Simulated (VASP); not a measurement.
# CaB6 (Pm-3m) in VASP: notebook, part 2 of 2

VASP 6.6.1.

### Step 4. Single point, r2SCAN

This run uses another cell than the first one, of 10.11 Å³/atom.

POSCAR

```
CaB6
1.0
    4.1366658562      0.0000000000      0.0000000000
    0.0000000000      4.1366658562      0.0000000000
    0.0000000000      0.0000000000      4.1366658562
Ca B
1 6
Direct
    0.5000000000      0.5000000000      0.5000000000
    0.0000000000      0.0000000000      0.2980895247
    0.0000000000      0.0000000000      0.7019104753
    0.2980895247      0.0000000000      0.0000000000
    0.7019104753      0.0000000000      0.0000000000
    0.0000000000      0.2980895247      0.0000000000
    0.0000000000      0.7019104753      0.0000000000
```

INCAR.step1

```
SYSTEM = CaB6
  PREC = Accurate
  ENCUT = 520
  ISMEAR = 0
  SIGMA = 0.01
  LREAL = .FALSE.
  LASPH = .TRUE.
  NELM = 100
  NBANDS = 23
  GGA = PE
  ALGO = Normal
  EDIFF = 1E-4
  LWAVE = .TRUE.
  LCHARG = .FALSE.
```

INCAR.step2

```
SYSTEM = CaB6
  PREC = Accurate
  ENCUT = 520
  EDIFF = 1E-6
  ISMEAR = 0
  SIGMA = 0.01
  LREAL = .FALSE.
  LASPH = .TRUE.
  NELM = 100
  ALGO = Normal
  ISIF = 2
  LWAVE = .FALSE.
  LCHARG = .TRUE.
  METAGGA = R2SCAN
  LMIXTAU = .TRUE.
  LELF = .TRUE.
  LVHAR = .TRUE.
  NBANDS = 23
  ISTART = 1
```

KPOINTS

```
regular mesh
0
G
  8 8 8
  0 0 0
```

Potentials or basis: VASP PAW PBE potentials, release 64 (Ca_sv, B).

Launch:

```bash
> cat potpaw_PBE.64/Ca_sv/POTCAR potpaw_PBE.64/B/POTCAR > POTCAR
> cp INCAR.step1 INCAR
> mpirun -np 1 vasp_std > vasp.out
> cp INCAR.step2 INCAR
> mpirun -np 1 vasp_std > vasp.out
```

OUTCAR:

```text
SYSTEM = CaB6
   PREC = Accurate
   ENCUT = 520
   EDIFF = 1E-6
   ISMEAR = 0
   LREAL = .FALSE.
   LASPH = .TRUE.
   NELM = 100
   ISIF = 2
   METAGGA = R2SCAN
   ISTART = 1

 ion  position               nearest neighbor table
   1  0.500  0.500  0.500-
   2  0.000  0.000  0.298-   3 1.67   4 1.74   5 1.74   6 1.74   7 1.74
   3  0.000  0.000  0.702-   2 1.67   4 1.74   5 1.74   6 1.74   7 1.74
   4  0.298  0.000  0.000-   5 1.67   3 1.74   2 1.74   6 1.74   7 1.74
   5  0.702  0.000  0.000-   4 1.67   3 1.74   2 1.74   6 1.74   7 1.74
   6  0.000  0.298  0.000-   7 1.67   3 1.74   4 1.74   5 1.74   2 1.74
[... 835 lines left out ...]
  Total        0.1264860      0.1264860      0.1264860      0.0000000     -0.0000000     -0.0000000
  in kB        2.8628716      2.8628716      2.8628716      0.0000000     -0.0000000     -0.0000000
  external PRESSURE =       2.8628716 kB  Pullay stress =       0.0000000 kB

 VOLUME and BASIS-vectors are now :
 -----------------------------------------------------------------------------
  energy-cutoff  :      520.00
  volume of cell :       70.79
      direct lattice vectors                 reciprocal lattice vectors
     4.136665856  0.000000000  0.000000000     0.241740579  0.000000000  0.000000000
     0.000000000  4.136665856  0.000000000     0.000000000  0.241740579  0.000000000
     0.000000000  0.000000000  4.136665856     0.000000000  0.000000000  0.241740579

 POSITION                                       TOTAL-FORCE (eV/Angst)
 -----------------------------------------------------------------------------------
      2.06833      2.06833      2.06833         0.000000      0.000000      0.000000
      0.00000      0.00000      1.23310         0.000000     -0.000000      0.027212
      0.00000      0.00000      2.90357        -0.000000     -0.000000     -0.027212
      1.23310      0.00000      0.00000         0.027212      0.000000      0.000000
      2.90357      0.00000      0.00000        -0.027212     -0.000000     -0.000000
      0.00000      1.23310      0.00000         0.000000      0.027212      0.000000
      0.00000      2.90357      0.00000        -0.000000     -0.027212     -0.000000
 -----------------------------------------------------------------------------------
    total drift:                                0.000000      0.000000     -0.000000

  FREE ENERGIE OF THE ION-ELECTRON SYSTEM (eV)
  ---------------------------------------------------
  free  energy   TOTEN  =       -54.4291529355 eV

  energy  without entropy=      -54.4291529340  energy(sigma->0) =      -54.42915293
```

Run time: 2 min. Hardware: 1 thread of Intel Xeon 8259CL, shared host; peak memory 0.21 GiB.

Results:

```
Free energy            : -54.4292 eV
Pressure               : 0.3 GPa
Largest force          : 0.027 eV/Å
Band gap on the k mesh : 0.07 eV
```

Forces in eV/Å, atoms in the order of the input:
```
Ca   0.000  0.000  0.000
B    0.000  0.000  0.027
B    0.000  0.000 -0.027
B    0.027  0.000  0.000
B   -0.027  0.000  0.000
B    0.000  0.027  0.000
B    0.000 -0.027  0.000
```

Levels at points of the mesh, in eV from the valence-band top:
```tsv
k point	band 12	band 13	band 14	band 15	band 16	band 17
(0.00, 0.00, 0.00)	-0.33	-0.33	-0.33	2.98	2.98	2.98
(0.50, 0.00, 0.00)	-2.55	-1.89	0.00	0.07	3.47	3.47
(0.50, 0.50, 0.00)	-2.87	-1.57	-1.57	3.29	3.29	4.40
(0.50, 0.50, 0.50)	-1.14	-1.14	-1.14	4.81	5.10	5.10
```

Caveat: the PAW data sets were made with another functional, which shifts forces and pressure a little.

### Step 5. Single point, r2SCAN

This run uses another cell than the first one, of 10.11 Å³/atom.

POSCAR

```
CaB6
1.0
    4.1366665244      0.0000000000      0.0000000000
    0.0000000000      4.1366665244      0.0000000000
    0.0000000000      0.0000000000      4.1366665244
Ca B
1 6
Direct
    0.5000000000      0.5000000000      0.5000000000
    0.0000000000      0.0000000000      0.2980920974
    0.0000000000      0.0000000000      0.7019079026
    0.2980920974      0.0000000000      0.0000000000
    0.7019079026      0.0000000000      0.0000000000
    0.0000000000      0.2980920974      0.0000000000
    0.0000000000      0.7019079026      0.0000000000
```

INCAR.step1

```
SYSTEM = CaB6
ALGO = Normal
EDIFF = 1E-4
ENCUT = 520
GGA = PE
ISMEAR = 0
LASPH = .True.
LCHARG = .False.
LREAL = .False.
LWAVE = .True.
NBANDS = 23
NELM = 100
PREC = Accurate
SIGMA = 0.01
```

INCAR.step2

```
SYSTEM = CaB6
ALGO = Normal
EDIFF = 1E-6
ENCUT = 520
ISIF = 2
ISMEAR = 0
ISTART = 1
LASPH = .True.
LCHARG = .False.
LMIXTAU = .True.
LREAL = .False.
LWAVE = .False.
METAGGA = R2SCAN
NBANDS = 23
NELM = 100
PREC = Accurate
SIGMA = 0.01
```

KPOINTS

```
k-points
0
Gamma
  8 8 8
  0 0 0
```

Launch:

```bash
> cat potpaw_PBE.64/Ca_sv/POTCAR potpaw_PBE.64/B/POTCAR > POTCAR
> cp INCAR.step1 INCAR
> mpirun -np 1 vasp_std > vasp.out
> cp INCAR.step2 INCAR
> mpirun -np 1 vasp_std > vasp.out
```

It took 2.1 min on 1 thread of Intel Xeon 8259CL, shared host; peak memory 0.21 GiB.

The run converged. Its results:

```yaml
Free_energy: -54.4292 eV
Pressure: 0.3 GPa
Largest_force: 0.026 eV/Å
Band_gap_on_the_k_mesh: 0.07 eV
```

Forces on the atoms (eV/Å):
```
Ca   0.000  0.000  0.000
B    0.000  0.000  0.026
B    0.000  0.000 -0.026
B    0.026  0.000  0.000
B   -0.026  0.000  0.000
B    0.000  0.026  0.000
B    0.000 -0.026  0.000
```

Levels at points of the mesh, in eV from the valence-band top:
```
           k point  band 10  band 11  band 12  band 13  band 14  band 15  band 16  band 17  band 18  band 19
(0.00, 0.00, 0.00)    -5.74    -5.74    -0.33    -0.33    -0.33     2.98     2.98     2.98     3.69     3.69
(0.50, 0.00, 0.00)    -5.35    -2.55    -2.55    -1.89     0.00     0.07     3.47     3.47     4.16     4.28
(0.50, 0.50, 0.00)    -5.21    -2.87    -2.87    -1.57    -1.57     3.29     3.29     4.40     4.69     4.71
(0.50, 0.50, 0.50)    -4.63    -4.63    -1.14    -1.14    -1.14     4.81     5.10     5.10     5.23     5.23
```

Caveat: the PAW data sets were made with another functional, which shifts forces and pressure a little.

### Step 6. The runs side by side

```csv
cell,k mesh,smearing,gap on the mesh (eV),pressure (GPa),largest force (eV/Å)
"a = 4.145 Å, 7 atoms, atomic positions A",4 × 4 × 4,gaussian 0.1 eV,0.29,1.3,1.30
"a = 4.135 Å, 7 atoms, atomic positions B",6 × 6 × 6,gaussian 0.1 eV,0.07,0.4,0.04
"a = 4.137 Å, 7 atoms, atomic positions B",8 × 8 × 8,gaussian 0.01 eV,0.07,0.3,0.03
```

Alike in all rows: task single point; level r2SCAN; potentials or basis VASP PAW PBE potentials, release 64 (Ca_sv, B); no spin polarisation; cutoff (eV) 520.

Caveats: the PAW data sets were made with another functional, which shifts forces and pressure a little.

Absolute energies hang on the potentials; compare differences alone.

### Step 7. Against experiment

Step 3. Against the measured gap of CaB6, 1.15 eV (“Bulk Band Gaps in Divalent Hexaborides”, 2001, arxiv:cond-mat/0107429), the calculated 0.07 eV is off by -1.08 eV. So large a miss can be the level of theory's own, or it may mean another phase, state or a wrong row. The value is that of r2SCAN on a finite k mesh, which can miss the band edges, without temperature or zero-point motion.

Step 4. Measured gap of CaB6: 1.15 eV (“Bulk Band Gaps in Divalent Hexaborides”, 2001, arxiv:cond-mat/0107429). This calculation gives 0.07 eV (-1.08 eV). So large a miss can be the level of theory's own, or it may mean another phase, state or a wrong row. The value is that of r2SCAN on a finite k mesh, which can miss the band edges, without temperature or zero-point motion.
